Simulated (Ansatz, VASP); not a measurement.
## ScTiSe3: VASP beside Ansatz

File INCAR:

```
SYSTEM = ScTiSe3
PREC     = Accurate       ! precision mode
ENCUT    = 600            ! plane-wave cutoff, eV
EDIFF    = 1E-7           ! SCF threshold, eV
ISMEAR   = 0              ! smearing method
SIGMA    = 0.15           ! smearing width, eV
LREAL    = .False.        ! projectors in reciprocal space
LASPH    = .True.         ! aspherical terms in the spheres
NELM     = 150            ! most SCF steps
ALGO     = Normal         ! electronic algorithm
ISIF     = 3              ! what is computed and relaxed
LWAVE    = .False.        ! write WAVECAR
LCHARG   = .False.        ! write CHGCAR
ISPIN    = 2              ! spin polarisation
MAGMOM   = 0 1 0 0 0      ! initial moments
LORBIT   = 11             ! projections on sites
LMAXMIX  = 4              ! l up to which the mixer works
GGA      = PE             ! functional
IBRION   = 2              ! ionic algorithm
NSW      = 36             ! ionic steps
EDIFFG   = -0.08          ! ionic threshold
```

Contents of KPOINTS:

```
regular mesh
0
Gamma
  3 3 3
  0 0 0
```

Contents of POSCAR:

```
ScTiSe3
1.0
    3.1000248200     -3.4739705500      0.0000000000
    3.1000248200      3.4739705500      0.0000000000
    0.0000000000      0.0000000000      5.2002277700
Sc Ti Se
1 1 3
Direct
    0.0000000000      0.0000000000      0.0000000000
    0.5000000000      0.5000000000      0.0000000000
    0.1889086600      0.8110913400      0.5000000000
    0.8110913400      0.1889086600      0.5000000000
    0.5000000000      0.5000000000      0.5000000000
```

Input for Ansatz:

```yaml
crystal:
  lattice:
    - [3.10002482, -3.47397055, 0.0]
    - [3.10002482, 3.47397055, 0.0]
    - [0.0, 0.0, 5.20022777]
  atoms:
    - { symbol: Sc, position: [0.0, 0.0, 0.0] }
    - { symbol: Ti, position: [0.5, 0.5, 0.0], spin: 1.0 }
    - { symbol: Se, position: [0.18890866, 0.81109134, 0.5] }
    - { symbol: Se, position: [0.81109134, 0.18890866, 0.5] }
    - { symbol: Se, position: [0.5, 0.5, 0.5] }
basis:
  ecutwfc: 420
kpoints:
  mp_grid: { grid: [3, 3, 3] }
hamiltonian:
  xc: pbe
scf:
  occupations: { method: gaussian, width: 0.15 }
  lower_state_search: "off"
output:
  forces: true
  stress: true
  eigenvalues: true
  populations: true
magnetization:
  spin_polarized: true
relax:
  adjacent_minimum: "off"
  f_tol: 0.08
  max_steps: 16
  cell: { stress_tol: 0.8 }
```

Alike in both runs: task relaxation of cell and atoms; functional PBE; k mesh 3 × 3 × 3; occupations gaussian, width 0.15 eV; collinear spin.

|  | VASP | Ansatz |
| --- | --- | --- |
| version | VASP 6.6.1 | Ansatz 0.2.0 |
| potentials or method | VASP PAW PBE potentials, release 64 (Sc_sv, Ti_sv, Se), cutoff 600 eV | scalar-relativistic, plane waves, PAW |
| valence electrons in the cell | 41 | 71 |

Ansatz gave:

* gap on the k mesh at the Fermi level, each at its own relaxed structure (eV): none
* net moment per atom (μB): 0.52
* size of the moment on the site where the two differ most (μB): 1.30
* relaxed volume (Å³/atom): 29.58
* relaxed cell length with the largest relative difference (Å): 4.722

What did VASP give for the same quantities?

gap on the k mesh at the Fermi level, each at its own relaxed structure (eV): none; net moment per atom (μB): 0.00; size of the moment on the site where the two differ most (μB): 0.00; relaxed volume (Å³/atom): 29.18; relaxed cell length with the largest relative difference (Å): 4.713.

The net moments are unlike, so the other rows may belong to different states. Site moments also hang on the region over which each program counts them. A gap of «none» marks a metal or a gap that the smearing closes. VASP's potentials hold 41 valence electrons a cell and Ansatz's 71, so a difference there can come from the potentials and not from the codes.

The k mesh is coarse, so the values compare programs but aren't converged. Noted on VASP's run: the volume moved by over 15 % at a fixed basis, so the end points are rough.
